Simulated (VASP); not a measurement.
**PCS4: relaxation of cell and atoms with PBE+D3(BJ)**

PCS4:

```
P C S
1.0
     3.02703    0.00000    0.00000
     0.00000    3.02703    0.00000
     0.00000    0.00000   10.03090
P C S
1 1 4
Cartesian
  0.0000 0.0000 0.0000
  1.5135 1.5135 5.0154
  1.5135 1.5135 1.4793
  0.0000 0.0000 6.0421
  0.0000 0.0000 3.9888
  1.5135 1.5135 8.5516
```

| Quantity | Value |
| --- | --- |
| Program | VASP 6.6.1 |
| Task | relaxation of cell and atoms |
| Functional | PBE |
| Dispersion | D3(BJ) |
| Potentials or basis | VASP PAW PBE potentials, release 64 (P, C, S) |
| Cutoff | 600 eV |
| k mesh | 12 × 12 × 4 |
| Occupations | gaussian, width 0.1 eV |
| Spin | no spin polarisation |
| Dipole correction | no |
| Further INCAR settings | ALGO = Normal; EDIFF = 1e-06; IBRION = 2; EDIFFG = -0.01; NSW = 100; ISIF = 3 |

* Relaxed volume: 15.39 Å³/atom
* Relaxed cell: a = 3.050 Å, b = 3.050 Å, c = 9.930 Å, α = 90.00°, β = 90.00°, γ = 90.00°
* Space group after relaxing (to 0.05 Å): P4/mmm (No. 123)
* Energy gained by relaxing: 1.7 meV/atom
* Ionic steps: 10
* Pressure after relaxing: 0.0 GPa
* Largest force after relaxing: 0.007 eV/Å
* Dispersion energy per atom: -0.331 eV

Forces on the atoms (eV/Å):
```
P    0.000  0.000  0.000
C    0.000  0.000  0.000
S    0.000  0.000  0.007
S    0.000  0.000 -0.004
S    0.000  0.000  0.004
S    0.000  0.000 -0.007
```

Stress tensor (GPa, compression positive):
```
 0.04  0.00  0.00
 0.00  0.04  0.00
 0.00  0.00 -0.10
```

The path:
```csv
step,energy change (eV),largest force (eV/Å),pressure (GPa),volume (Å³)
1,0.0000,0.2732,-0.41,91.91
2,-0.0074,0.2211,0.47,91.38
3,-0.0087,0.0618,0.20,91.53
4,-0.0096,0.0386,0.09,91.75
5,-0.0101,0.0192,0.02,92.04
6,-0.0101,0.0164,0.02,92.17
7,-0.0102,0.0214,0.03,92.27
8,-0.0102,0.0239,0.04,92.30
9,-0.0102,0.0075,-0.02,92.38
10,-0.0102,0.0071,-0.01,92.37
```

Final structure:
```cif
data_structure
_symmetry_space_group_name_H-M 'P 1'
_symmetry_Int_Tables_number 1
_cell_length_a 3.0499
_cell_length_b 3.0499
_cell_length_c 9.9303
_cell_angle_alpha 90.000
_cell_angle_beta 90.000
_cell_angle_gamma 90.000
_cell_volume 92.37
loop_
_atom_site_label
_atom_site_type_symbol
_atom_site_fract_x
_atom_site_fract_y
_atom_site_fract_z
_atom_site_occupancy
P1 P 0.00000 0.00000 0.00000 1
C1 C 0.50000 0.50000 0.50000 1
S1 S 0.50000 0.50000 0.14664 1
S2 S 0.00000 0.00000 0.60232 1
S3 S 0.00000 0.00000 0.39768 1
S4 S 0.50000 0.50000 0.85336 1
```

Levels at points of the mesh, in eV from the Fermi level:
```tsv
k point	band 14	band 15	band 16	band 17	band 18	band 19	band 20
(0.00, 0.00, 0.00)	-0.53	-0.41	-0.41	0.53	0.53	1.99	3.56
(0.50, 0.00, 0.00)	-0.80	-0.62	-0.16	-0.02	0.76	0.99	1.43
(0.50, 0.50, 0.00)	-3.12	-2.93	-2.93	-1.77	-1.75	0.34	0.62
(0.00, 0.00, 0.50)	-0.26	-0.21	-0.21	0.28	0.28	2.39	3.70
(0.50, 0.00, 0.50)	-0.62	-0.18	-0.17	-0.03	0.77	0.97	1.45
(0.50, 0.50, 0.50)	-3.34	-3.34	-3.32	-1.59	-1.23	-0.09	1.21
```

It took 4.6 min on 1 thread of Intel(R) Xeon(R) 6975P-C (Granite Rapids), on a shared host, peak memory 0.33 GiB.

Caveat: pairwise dispersion overbinds metals, which lowers pressure and volume.
